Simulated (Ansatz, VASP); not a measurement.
**HfIn4SiO6: VASP beside Ansatz**

Contents of INCAR:

```
SYSTEM = HfIn4SiO6
PREC = Accurate
ENCUT = 520
EDIFF = 1E-6
ISMEAR = -1
SIGMA = 0.05
LREAL = .False.
LASPH = .True.
NELM = 80
ALGO = Normal
ISIF = 2
LWAVE = .False.
LCHARG = .False.
GGA = PS
NBANDS = 63
```

The input KPOINTS:

```
Automatic mesh
0
Gamma
  4 4 3
  0 0 0
```

The input POSCAR:

```
HfIn4SiO6
1.0
    5.6986700000      0.0038100000      0.0155900000
   -0.7050600000      6.1081500000     -0.0057500000
   -2.7371800000     -1.3955700000      6.6307600000
Hf In Si O
1 4 1 6
Direct
    0.1179300000      0.0155600000      0.1329200000
    0.3884200000      0.9990100000      0.7289100000
    0.7586500000      0.0084200000      0.4958600000
    0.2346100000      0.4884100000      0.5330000000
    0.5964900000      0.4821100000      0.2052800000
    0.8677800000      0.4402900000      0.8554400000
    0.5531600000      0.3873800000      0.7929000000
    0.9345400000      0.3848300000      0.6559600000
    0.9841400000      0.2621800000      0.0034700000
    0.9908300000      0.6980600000      0.9845200000
    0.0866500000      0.0649300000      0.3937400000
    0.4868000000      0.1088300000      0.2179900000
```

input.yaml

```yaml
crystal:
  lattice:
    - [5.69867, 0.00381, 0.01559]
    - [-0.70506, 6.10815, -0.00575]
    - [-2.73718, -1.39557, 6.63076]
  atoms:
    - { symbol: Hf, position: [0.11793, 0.01556, 0.13292] }
    - { symbol: In, position: [0.38842, 0.99901, 0.72891] }
    - { symbol: In, position: [0.75865, 0.00842, 0.49586] }
    - { symbol: In, position: [0.23461, 0.48841, 0.533] }
    - { symbol: In, position: [0.59649, 0.48211, 0.20528] }
    - { symbol: Si, position: [0.86778, 0.44029, 0.85544] }
    - { symbol: O, position: [0.55316, 0.38738, 0.7929] }
    - { symbol: O, position: [0.93454, 0.38483, 0.65596] }
    - { symbol: O, position: [0.98414, 0.26218, 0.00347] }
    - { symbol: O, position: [0.99083, 0.69806, 0.98452] }
    - { symbol: O, position: [0.08665, 0.06493, 0.39374] }
    - { symbol: O, position: [0.4868, 0.10883, 0.21799] }
kpoints:
  mp_grid: { grid: [4, 4, 3] }
  band_path:
    path: [[0.5, 0.0, 0.0], [0.0, 0.0, 0.0], [0.0, -0.5, 0.0]]
    npoints: 12
scf:
  occupations: { method: fermi_dirac, width: 0.05 }
hamiltonian:
  xc: pbesol
  pseudopotentials: { kind: all_electron, lapw: { basis_error: 0.002 } }
output:
  forces: true
  stress: true
  eigenvalues: true
```

Alike in both runs: functional PBEsol; k mesh 4 × 4 × 3; occupations fermi-dirac, width 0.05 eV; no spin polarisation.

|  | VASP | Ansatz |
| --- | --- | --- |
| version | VASP 6.6.1 | Ansatz 0.2.0 |
| potentials or method | VASP PAW PBE potentials, release 64 (Hf_pv, In_d, Si, O), cutoff 520 eV | all-electron LAPW, scalar-relativistic |
| task | single point | band structure |

```csv
,VASP,Ansatz,Ansatz less VASP
gap on the k mesh at the Fermi level (eV),0.92,0.93,+0.015
least direct gap on the mesh (eV),1.13,1.14,+0.009
pressure (GPa),-3.3,-3.2,+0.11
"traceless stress, the component that is largest in VASP (GPa)",-0.31,-0.25,+0.058
rms of the force components (eV/Å),0.120,0.089,-0.0307
```

VASP's potentials were made for PBE, not for PBEsol. Atom by atom the forces differ by 0.059 eV/Å (rms over components). Ansatz ran all-electron here, and VASP with PAW potentials.

Neither program's run includes spin-orbit coupling.
